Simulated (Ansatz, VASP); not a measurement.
# Two plane-wave programs on AlGa3N4

INCAR

```
PREC = Accurate ; ENCUT = 520
EDIFF = 1E-7 ; ISMEAR = 0
SIGMA = 0.05 ; LREAL = F
LASPH = T ; NELM = 100
ALGO = Normal ; ISIF = 2
LWAVE = F ; LCHARG = T
GGA = CA ; LELF = T
LVHAR = T ; NBANDS = 41
```

The input KPOINTS:

```
regular mesh
0
Gamma
  6 6 6
```

The input POSCAR:

```
AlGa3N4
1.0
    4.3382171223     -0.1033646631     -0.1033646631
   -0.1033646631      4.3382171223     -0.1033646631
   -0.1033646631     -0.1033646631      4.3382171223
Al Ga N
1 3 4
Direct
    0.0000000000      0.0000000000      0.0000000000
    0.5000000000      0.5000000000      0.0000000000
    0.5000000000      0.0000000000      0.5000000000
    0.0000000000      0.5000000000      0.5000000000
    0.7548078379      0.7548078379      0.2451921621
    0.7548078379      0.2451921621      0.7548078379
    0.2451921621      0.7548078379      0.7548078379
    0.2451921621      0.2451921621      0.2451921621
```

Input for Ansatz:

```yaml
crystal:
  lattice:
    - [4.3382171223, -0.1033646631, -0.1033646631]
    - [-0.1033646631, 4.3382171223, -0.1033646631]
    - [-0.1033646631, -0.1033646631, 4.3382171223]
  atoms:
    - { symbol: Al, position: [0.0, 0.0, 0.0] }
    - { symbol: Ga, position: [0.5, 0.5, 0.0] }
    - { symbol: Ga, position: [0.5, 0.0, 0.5] }
    - { symbol: Ga, position: [0.0, 0.5, 0.5] }
    - { symbol: "N", position: [0.7548078379, 0.7548078379, 0.2451921621] }
    - { symbol: "N", position: [0.7548078379, 0.2451921621, 0.7548078379] }
    - { symbol: "N", position: [0.2451921621, 0.7548078379, 0.7548078379] }
    - { symbol: "N", position: [0.2451921621, 0.2451921621, 0.2451921621] }
basis:
  ecutwfc: 520.0
kpoints:
  mp_grid: { grid: [6, 6, 6] }
hamiltonian:
  xc: lda
  pseudopotentials: { kind: paw, azcp: { folder: soft_1 } }
scf:
  occupations: { method: gaussian, width: 0.05 }
output:
  forces: true
  stress: true
  eigenvalues: true
```

Change from the starting cell: equal engineering shear yz, xz and xy -0.0467, equal normal strain along x, y and z -0.0200.

Alike in both runs: task single point; functional LDA; k mesh 6 × 6 × 6; occupations gaussian, width 0.05 eV; no spin polarisation.

|  | VASP | Ansatz |
| --- | --- | --- |
| version | VASP 6.6.1 | Ansatz 0.2.0 |
| potentials or method | VASP PAW LDA potentials, release 64 (Al, Ga_d, N), cutoff 520 eV | scalar-relativistic, plane waves, PAW |
| valence electrons in the cell | 62 | 62 |

```tsv
	VASP	Ansatz	Ansatz less VASP
gap on the k mesh at the Fermi level (eV)	2.70	2.69	-0.004
least direct gap on the mesh (eV)	2.70	2.69	-0.004
pressure (GPa)	17.7	16.4	-1.30
traceless stress, the component that is largest in VASP (GPa)	13.43	13.25	-0.187
rms of the force components (eV/Å)	0.832	0.809	-0.0228
```

Ansatz warns that its potentials were made for another functional, while VASP's fit it. LDA's correlation is that of Perdew and Zunger in VASP and of Perdew and Wang (1992) in Ansatz. Atom by atom the forces differ by 0.026 eV/Å (rms over components).
